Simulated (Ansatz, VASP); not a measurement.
# One calculation of CrGaPd3, two programs

INCAR

```
  PREC = Accurate
  ENCUT = 600
  EDIFF = 1E-7
  ISMEAR = 0
  SIGMA = 0.1
  LREAL = F
  LASPH = T
  NELM = 100
  ALGO = Fast
  ISIF = 3
  LWAVE = F
  LCHARG = F
  GGA = PE
  IBRION = 2
  NSW = 100
  EDIFFG = -0.01
```

KPOINTS

```
Automatic mesh
0
Gamma
  8 8 8
```

Contents of POSCAR:

```
CrGaPd3
1.0
    4.5894088397      0.0000000000      0.0000000000
    0.0000000000      4.5894088397      0.0000000000
    0.0000000000      0.0000000000      4.5894088397
Cr Ga Pd
1 1 3
Direct
    0.5000000000      0.5000000000      0.5000000000
    0.0000000000      0.0000000000      0.0000000000
    0.0000000000      0.5000000000      0.5000000000
    0.5000000000      0.0000000000      0.5000000000
    0.5000000000      0.5000000000      0.0000000000
```

Input for Ansatz:

```yaml
crystal:
  lattice:
    - [4.5894088397, 0.0, 0.0]
    - [0.0, 4.5894088397, 0.0]
    - [0.0, 0.0, 4.5894088397]
  atoms:
    - { symbol: Cr, position: [0.5, 0.5, 0.5] }
    - { symbol: Ga, position: [0.0, 0.0, 0.0] }
    - { symbol: Pd, position: [0.0, 0.5, 0.5] }
    - { symbol: Pd, position: [0.5, 0.0, 0.5] }
    - { symbol: Pd, position: [0.5, 0.5, 0.0] }
basis:
  ecutwfc: 420
kpoints:
  mp_grid: { grid: [8, 8, 8] }
hamiltonian:
  xc: pbe
scf:
  occupations: { method: gaussian, width: 0.1 }
output:
  forces: true
  stress: true
  eigenvalues: true
  write_density: true
  write_potential: true
  elf: true
  volumetric_format: npy
relax:
  adjacent_minimum: "off"
  f_tol: 0.01
  max_steps: 80
  cell: { stress_tol: 0.05 }
```

Alike in both runs: task relaxation of cell and atoms; functional PBE; k mesh 8 × 8 × 8; occupations gaussian, width 0.1 eV; no spin polarisation.

```csv
,VASP,Ansatz
version,VASP 6.6.1,Ansatz 0.2.0
potentials or method,"VASP PAW PBE potentials, release 64 (Cr_pv, Ga_d, Pd), cutoff 600 eV","scalar-relativistic, plane waves, PAW"
valence electrons in the cell,55,81
```

|  | VASP | Ansatz | Ansatz less VASP |
| --- | --- | --- | --- |
| gap on the k mesh at the Fermi level, each at its own relaxed structure (eV) | none | none | - |
| relaxed volume (Å³/atom) | 19.36 | 19.36 | -0.006 |
| relaxed cell length with the largest relative difference (Å) | 4.592 | 4.591 | -0.0005 |

A gap of «none» marks a metal or a gap that the smearing closes. VASP's potentials hold 55 valence electrons a cell and Ansatz's 81, so a difference there can come from the potentials and not from the codes.
